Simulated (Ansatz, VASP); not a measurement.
# MoS2 in VASP and in Ansatz

Contents of INCAR:

```
ALGO = Normal
EDIFF = 1E-6
ENCUT = 520
GGA = PE
ISIF = 2
ISMEAR = 0
IVDW = 12
LASPH = T
LCHARG = T
LELF = T
LREAL = F
LVHAR = T
LWAVE = F
NBANDS = 20
NELM = 60
PREC = Accurate
SIGMA = 0.05
```

Contents of KPOINTS:

```
k-points
0
Gamma
  12 12 12
```

POSCAR

```
MoS2
1.0
    1.6158862386      0.9329323548      5.9965349799
   -1.6158862386      0.9329323548      5.9965349799
    0.0000000000     -1.8658647097      5.9965349799
Mo S
1 2
Direct
    0.0000172715      0.0000172715      0.0000172715
    0.7535591261      0.7535591261      0.7535591261
    0.5797236023      0.5797236023      0.5797236023
```

Input for Ansatz:

```yaml
crystal:
  lattice:
    - [1.6158862386, 0.9329323548, 5.9965349799]
    - [-1.6158862386, 0.9329323548, 5.9965349799]
    - [0.0, -1.8658647097, 5.9965349799]
  atoms:
    - { symbol: Mo, position: [1.72715e-05, 1.72715e-05, 1.72715e-05] }
    - { symbol: S, position: [0.7535591261, 0.7535591261, 0.7535591261] }
    - { symbol: S, position: [0.5797236023, 0.5797236023, 0.5797236023] }
basis:
  ecutwfc: 420
kpoints:
  mp_grid: { grid: [12, 12, 12] }
hamiltonian:
  xc: pbe
  dispersion: d3bj
scf:
  occupations: { method: gaussian, width: 0.05 }
output:
  forces: true
  stress: true
  eigenvalues: true
```

Change from the starting cell: strain +0.0250 x Voigt [1, 1, 0, 0, 0, 0], atoms carried along.

Alike in both runs: task single point; functional PBE; dispersion D3(BJ); k mesh 12 × 12 × 12; occupations gaussian, width 0.05 eV; no spin polarisation.

```csv
,VASP,Ansatz
version,VASP 6.6.1,Ansatz 0.2.0
potentials or method,"VASP PAW PBE potentials, release 64 (Mo_sv, S), cutoff 520 eV","scalar-relativistic, plane waves, PAW"
valence electrons in the cell,26,26
```

|  | VASP | Ansatz | Ansatz less VASP |
| --- | --- | --- | --- |
| gap on the k mesh at the Fermi level (eV) | 0.69 | 0.67 | -0.018 |
| least direct gap on the mesh (eV) | 1.54 | 1.54 | -0.003 |
| pressure (GPa) | -6.8 | -6.7 | +0.11 |
| traceless stress, the component that is largest in VASP (GPa) | 2.22 | 2.25 | +0.024 |
| rms of the force components (eV/Å) | 0.217 | 0.212 | -0.0052 |

Atom by atom the forces differ by 0.005 eV/Å (rms over components).
